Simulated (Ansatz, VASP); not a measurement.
Hf in VASP and in Ansatz

Contents of INCAR:

```
SYSTEM = Hf
  PREC = Accurate
  ENCUT = 520
  EDIFF = 1E-7
  ISMEAR = 0
  SIGMA = 0.15
  LREAL = .False.
  LASPH = .True.
  NELM = 60
  ALGO = Fast
  ISIF = 2
  LWAVE = .False.
  LCHARG = .False.
  GGA = PS
  NBANDS = 11
```

KPOINTS

```
Automatic mesh
0
Gamma
  18 18 18
  0 0 0
```

Contents of POSCAR:

```
Hf
1.0
   -1.8320750000      1.8320750000      1.8591500000
    1.8320750000     -1.8320750000      1.8591500000
    1.8320750000      1.8320750000     -1.8591500000
Hf
1
Direct
    0.0000000000      0.0000000000      0.0000000000
```

Input for Ansatz:

```yaml
crystal:
  lattice:
    - [-1.832075, 1.832075, 1.85915]
    - [1.832075, -1.832075, 1.85915]
    - [1.832075, 1.832075, -1.85915]
  atoms:
    - { symbol: Hf, position: [0.0, 0.0, 0.0] }
basis:
  ecutwfc: 420
kpoints:
  mp_grid: { grid: [18, 18, 18] }
hamiltonian:
  xc: pbesol
scf:
  occupations: { method: gaussian, width: 0.15 }
output:
  forces: true
  stress: true
  eigenvalues: true
```

Change from the starting cell: strain +0.015 along x and y, +0.030 along z, atoms carried along.

Alike in both runs: task single point; functional PBEsol; k mesh 18 × 18 × 18; occupations gaussian, width 0.15 eV; no spin polarisation.

|  | VASP | Ansatz |
| --- | --- | --- |
| version | VASP 6.6.1 | Ansatz 0.2.0 |
| potentials or method | VASP PAW PBE potentials, release 64 (Hf_pv), cutoff 520 eV | scalar-relativistic, plane waves, PAW |
| valence electrons in the cell | 10 | 26 |

Ansatz gave:

* gap on the k mesh at the Fermi level (eV): none
* pressure (GPa): -13.0
* traceless stress, the component that is largest in VASP (GPa): 0.46

Task: Which values does VASP return?

Result: gap on the k mesh at the Fermi level (eV): none; pressure (GPa): -13.3; traceless stress, the component that is largest in VASP (GPa): 0.47.

VASP's potentials were made for PBE, not for PBEsol. A gap of «none» marks a metal or a gap that the smearing closes. VASP's potentials hold 10 valence electrons a cell and Ansatz's 26, so a difference there can come from the potentials and not from the codes.

Spin-orbit coupling is off throughout.
